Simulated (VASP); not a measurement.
# NbC (Fm-3m) in VASP: single point with PBE

Aim: the single point of NbC with PBE.

Everything below comes from runs of VASP 6.6.1. Logs are shortened: lines on timing, memory, paths and dates and some standing lists are left out, and cuts for length are marked.

### Step 1. The cell of the first run

The structure is cubic, space group Fm-3m (No. 225). Conventional cell: a = 4.642 Å, b = 4.642 Å, c = 4.642 Å, α = 90.00°, β = 90.00°, γ = 90.00°. Nb (site symmetry m-3m) has 6 C at 2.32 Å within 3.1 Å. Within 3.1 Å of C (site symmetry m-3m) lie 6 Nb at 2.32 Å.

### Step 2. Single point, PBE, collinear spin, zero start

The input, INCAR:

```
SYSTEM = NbC
PREC = Accurate ; ENCUT = 600
EDIFF = 1E-6 ; ISMEAR = -1
SIGMA = 0.1 ; LREAL = .False.
LASPH = .True. ; NELM = 200
ALGO = Normal ; ISIF = 2
LWAVE = .False. ; LCHARG = .True.
ISPIN = 2 ; MAGMOM = 0 0
LORBIT = 11 ; LMAXMIX = 4
GGA = PE ; LELF = .True.
LVHAR = .True. ; NBANDS = 20
GGA_COMPAT = .False.
```

The input, KPOINTS:

```
Automatic mesh
0
Gamma
  6 6 6
  0 0 0
```

The input, POSCAR:

```
NbC
1.0
    0.0000000000      2.3210000000      2.3210000000
    2.3210000000      0.0000000000      2.3210000000
    2.3210000000      2.3210000000      0.0000000000
Nb C
1 1
Direct
    0.0000000000      0.0000000000      0.0000000000
    0.5000000000      0.5000000000      0.5000000000
```

Potentials or basis: VASP PAW PBE potentials, release 64 (Nb_sv, C).

Started as:

```console
$ cat potpaw_PBE.64/Nb_sv/POTCAR potpaw_PBE.64/C/POTCAR > POTCAR
$ mpirun -np 1 vasp_std > vasp.out
```

OUTCAR:

```text
SYSTEM = NbC
   PREC = Accurate
   ENCUT = 600
   EDIFF = 1E-6
   ISMEAR = -1
   LREAL = .False.
   LASPH = .True.
   NELM = 200
   ISIF = 2
   ISPIN = 2
   LORBIT = 11
   GGA = PE

 ion  position               nearest neighbor table
   1  0.000  0.000  0.000-   2 2.32   2 2.32   2 2.32   2 2.32   2 2.32   2 2.32
   2  0.500  0.500  0.500-   1 2.32   1 2.32   1 2.32   1 2.32   1 2.32   1 2.32

  LATTYP: Found a face centered cubic cell.
 ALAT       =     4.6420000000

  Lattice vectors:

 A1 = (   0.0000000000,   2.3210000000,   2.3210000000)
 A2 = (   2.3210000000,   0.0000000000,   2.3210000000)
 A3 = (   2.3210000000,   2.3210000000,   0.0000000000)

Analysis of symmetry for initial positions (statically):
=====================================================================
 Subroutine PRICEL returns:
 Original cell was already a primitive cell.

 Routine SETGRP: Setting up the symmetry group for a
 face centered cubic supercell.

 Subroutine GETGRP returns: Found 48 space group operations
 (whereof 48 operations were pure point group operations)
 out of a pool of 48 trial point group operations.

The static configuration has the point symmetry O_h .

Analysis of symmetry for dynamics (positions and initial velocities):
=====================================================================
 Subroutine PRICEL returns:
 Original cell was already a primitive cell.

 Routine SETGRP: Setting up the symmetry group for a
 face centered cubic supercell.

 Subroutine GETGRP returns: Found 48 space group operations
 (whereof 48 operations were pure point group operations)
 out of a pool of 48 trial point group operations.

The dynamic configuration has the point symmetry O_h .

Analysis of structural, dynamic, and magnetic symmetry:
=====================================================================
 Subroutine PRICEL returns:
 Original cell was already a primitive cell.

 Routine SETGRP: Setting up the symmetry group for a
 face centered cubic supercell.

 Subroutine GETGRP returns: Found 48 space group operations
 (whereof 48 operations were pure point group operations)
 out of a pool of 48 trial point group operations.

The overall configuration has the point symmetry O_h .

 Subroutine INISYM returns: Found 48 space group operations
 (whereof 48 operations are pure point group operations),
 and found     1 'primitive' translations

----------------------------------------------------------------------------------------

                                     Primitive cell

  volume of cell :      25.0066

  direct lattice vectors                    reciprocal lattice vectors
     0.000000000  2.321000000  2.321000000    -0.215424386  0.215424386  0.215424386
     2.321000000  0.000000000  2.321000000     0.215424386 -0.215424386  0.215424386
     2.321000000  2.321000000  0.000000000     0.215424386  0.215424386 -0.215424386

  length of vectors
     3.282389678  3.282389678  3.282389678     0.373125982  0.373125982  0.373125982

  position of ions in fractional coordinates (direct lattice)
     0.000000000  0.000000000  0.000000000
     0.500000000  0.500000000  0.500000000

  ion indices of the primitive-cell ions
   primitive index   ion index
                 1           1
                 2           2

----------------------------------------------------------------------------------------

 KPOINTS: Automatic mesh

Automatic generation of k-mesh.
 Grid dimensions read from file:
 generate k-points for:    6    6    6

 Generating k-lattice:

  Cartesian coordinates                     Fractional coordinates (reciprocal lattice)
    -0.035904064  0.035904064  0.035904064     0.166666667  0.000000000  0.000000000
     0.035904064 -0.035904064  0.035904064     0.000000000  0.166666667  0.000000000
     0.035904064  0.035904064 -0.035904064     0.000000000  0.000000000  0.166666667

  Length of vectors
     0.062187664  0.062187664  0.062187664

  Shift w.r.t. Gamma in fractional coordinates (k-lattice)
     0.000000000  0.000000000  0.000000000

 Subroutine IBZKPT returns following result:
 ===========================================

 Found     16 irreducible k-points:

 Following reciprocal coordinates:
            Coordinates               Weight
  0.000000  0.000000  0.000000      1.000000
  0.166667  0.000000  0.000000      8.000000
  0.333333  0.000000  0.000000      8.000000
  0.500000  0.000000  0.000000      4.000000
  0.166667  0.166667  0.000000      6.000000
  0.333333  0.166667  0.000000     24.000000
[... 8 lines left out ...]
 -0.333333  0.333333  0.166667     24.000000
 -0.333333  0.500000  0.166667     12.000000
   k-points           NKPTS =     16   k-points in BZ     NKDIM =     16   number of bands    NBANDS=     20
   number of dos      NEDOS =    301   number of ions     NIONS =      2
   total plane-waves  NPLWV =  21952
   dimension x,y,z NGX =    28 NGY =   28 NGZ =   28
   dimension x,y,z NGXF=    56 NGYF=   56 NGZF=   56
   ions per type =               1   1
   NGX,Y,Z   is equivalent  to a cutoff of  14.18, 14.18, 14.18 a.u.
   NGXF,Y,Z  is equivalent  to a cutoff of  28.36, 28.36, 28.36 a.u.
 SYSTEM =  NbC
   PREC   = accura    normal or accurate (medium, high low for compatibility)
   ISTART =      0    job   : 0-new  1-cont  2-samecut
   ICHARG =      2    charge: 1-file 2-atom 10-const
   ISPIN  =      2    spin polarized calculation?
   LNONCOLLINEAR =      F non collinear calculations
   LSORBIT =      F    spin-orbit coupling
   LASPH  =      T    aspherical Exc in radial PAW
   ENCUT  =  600.0 eV  44.10 Ry    6.64 a.u.   6.56  6.56  6.56*2*pi/ulx,y,z
   NELM   =    200;   NELMIN=  2; NELMDL= -5     # of ELM steps
   EDIFF  = 0.1E-05   stopping-criterion for ELM
   LREAL  =      F    real-space projection
   EDIFFG = 0.1E-04   stopping-criterion for IOM
   NSW    =      0    number of steps for IOM
   IBRION =     -1    ionic relax: 0-MD 1-quasi-New 2-CG
   NFREE  =      0    steps in history (QN), initial steepest desc. (CG)
   ISIF   =      2    stress and relaxation
   ISYM   =      2    0-nonsym 1-usesym 2-fastsym
   POTIM  = 0.5000    time-step for ionic-motion
   TEBEG  =    0.0;   TEEND  =   0.0 temperature during run
   PSTRESS=    0.0 pullay stress
   NELECT =      17.0000    total number of electrons
   NUPDOWN=      -1.0000    fix difference up-down
   EMIN   =  10.00;   EMAX   =-10.00  energy-range for DOS
   EFERMI =   0.00;   METHOD = LEGACY
   ISMEAR =    -1;   SIGMA  =   0.10  broadening in eV -4-tet -1-fermi 0-gaus
   EFERMI_NEDOS =   21; number of points for ismear=-14 and -15
   IALGO  =     38    algorithm
   IMIX   =      4    mixing-type and parameters
     AMIX     =   0.40;   BMIX     =  1.00
     AMIX_MAG =   1.60;   BMIX_MAG =  1.00
  volume/ion in A,a.u.               =      12.50        84.38
  Fermi-wavevector in a.u.,A,eV,Ry     =   1.439481  2.720225 28.192716  2.072106
  Thomas-Fermi vector in A             =   2.558332
   LORBIT       =     11    0 simple, 1 ext, 2 COOP (PROOUT), +10 PAW based schemes
   GGA     = PE    functional components
   LHFCALC =     F    Hartree Fock is set to
   AEXX    =    0.0000 exact exchange contribution
   IVDW    =     0    specifies the selected vdW correction
   LEPSILON=     F    determine dielectric tensor
   LRPA    =     F    only Hartree local field effects (RPA)
 spin polarized calculation
  energy-cutoff  :      600.00
  volume of cell :       25.01
 maximum number of plane-waves:       869
 NGX is ok and might be reduce to    28
   NGX = 13   NGY = 13   NGZ = 13

 number of electron      17.0000000 magnetization       0.0000319

 number of electron      17.0000000 magnetization      -0.0000090

 Free energy of the ion-electron system (eV)
  ---------------------------------------------------
  ext. energy  EPLUGINS =         0.00000000
  ---------------------------------------------------
  free energy    TOTEN  =       -20.36309105 eV

  energy without entropy =      -20.33704909  energy(sigma->0) =      -20.35007007

 E-fermi :  10.9692     XC(G=0): -12.4938

 val. band max:       10.9339502268   @ k =   0.5000   0.3333   0.1667
 cond. band min:      11.1710890801   @ k =  -0.3333   0.5000   0.1667
 fundamental gap:      0.2371388533
 Fermi energy:        10.9691917622

 spin component 1

 k-point     1 :       0.0000    0.0000    0.0000
  band No.  band energies     occupation
      1     -44.9708      1.00000
      2     -20.7453      1.00000
      3     -20.7453      1.00000
      4     -20.7453      1.00000
      5      -1.8686      1.00000
      6       9.8521      0.99999
[... 12 lines left out ...]
     19      34.8917      0.00000
     20      34.8917      0.00000
[... 323 lines left out ...]
 k-point    16 :      -0.3333    0.5000    0.1667
  band No.  band energies     occupation
      1     -44.8870      1.00000
      2     -21.1585      1.00000
      3     -21.0110      1.00000
      4     -20.9430      1.00000
      5      -0.0156      1.00000
      6       6.9739      1.00000
[... 12 lines left out ...]
     19      29.4051      0.00000
     20      33.5831      0.00000
 Fermi energy:        10.9691917622

 spin component 2

 k-point     1 :       0.0000    0.0000    0.0000
  band No.  band energies     occupation
      1     -44.9708      1.00000
      2     -20.7453      1.00000
      3     -20.7453      1.00000
      4     -20.7453      1.00000
      5      -1.8686      1.00000
      6       9.8521      0.99999
[... 12 lines left out ...]
     19      34.8917      0.00000
     20      34.8917      0.00000
[... 323 lines left out ...]
 k-point    16 :      -0.3333    0.5000    0.1667
  band No.  band energies     occupation
      1     -44.8870      1.00000
      2     -21.1585      1.00000
      3     -21.0110      1.00000
      4     -20.9430      1.00000
      5      -0.0156      1.00000
      6       6.9739      1.00000
[... 12 lines left out ...]
     19      29.4051      0.00000
     20      33.5831      0.00000

------------------------ aborting loop because EDIFF is reached ----------------------------------------

  FORCE on cell =-STRESS in cart. coord.  units (eV):
  Direction    XX          YY          ZZ          XY          YZ          ZX
  --------------------------------------------------------------------------------------
  -------------------------------------------------------------------------------------
  Total       -3.9597469     -3.9597469     -3.9597469     -0.0000000      0.0000000     -0.0000000
  in kB     -253.7012440   -253.7012440   -253.7012440     -0.0000000      0.0000000     -0.0000000
  external PRESSURE =    -253.7012440 kB  Pullay stress =       0.0000000 kB

 VOLUME and BASIS-vectors are now :
 -----------------------------------------------------------------------------
  energy-cutoff  :      600.00
  volume of cell :       25.01
      direct lattice vectors                 reciprocal lattice vectors
     0.000000000  2.321000000  2.321000000    -0.215424386  0.215424386  0.215424386
     2.321000000  0.000000000  2.321000000     0.215424386 -0.215424386  0.215424386
     2.321000000  2.321000000  0.000000000     0.215424386  0.215424386 -0.215424386

 POSITION                                       TOTAL-FORCE (eV/Angst)
 -----------------------------------------------------------------------------------
      0.00000      0.00000      0.00000        -0.000000      0.000000      0.000000
      2.32100      2.32100      2.32100         0.000000     -0.000000     -0.000000
 -----------------------------------------------------------------------------------
    total drift:                               -0.000000      0.000000      0.000000

  FREE ENERGIE OF THE ION-ELECTRON SYSTEM (eV)
  ---------------------------------------------------
  free  energy   TOTEN  =       -20.3630910550 eV

  energy  without entropy=      -20.3370490920  energy(sigma->0) =      -20.35007007

 total charge

# of ion       s       p       d       tot
------------------------------------------
    1        2.147   6.045   2.283  10.475
    2        0.867   1.458   0.000   2.325
--------------------------------------------------
tot          3.014   7.504   2.283  12.800

 magnetization (x)

# of ion       s       p       d       tot
------------------------------------------
    1       -0.000  -0.000  -0.000  -0.000
    2       -0.000  -0.000   0.000  -0.000
--------------------------------------------------
tot         -0.000  -0.000  -0.000  -0.000
```

Run time: 38 s. Hardware: 1 thread of Intel Xeon 8259CL, shared host; peak memory 0.18 GiB.

Results:

```
Free energy                                           : -20.3631 eV
Pressure                                              : -25.4 GPa
Net moment                                            : 0.00 μB per cell
Valence electrons inside the program's atomic spheres : Nb 10.47; C 2.33
```

Caveat: the k points lie up to 0.39 Å⁻¹ apart.
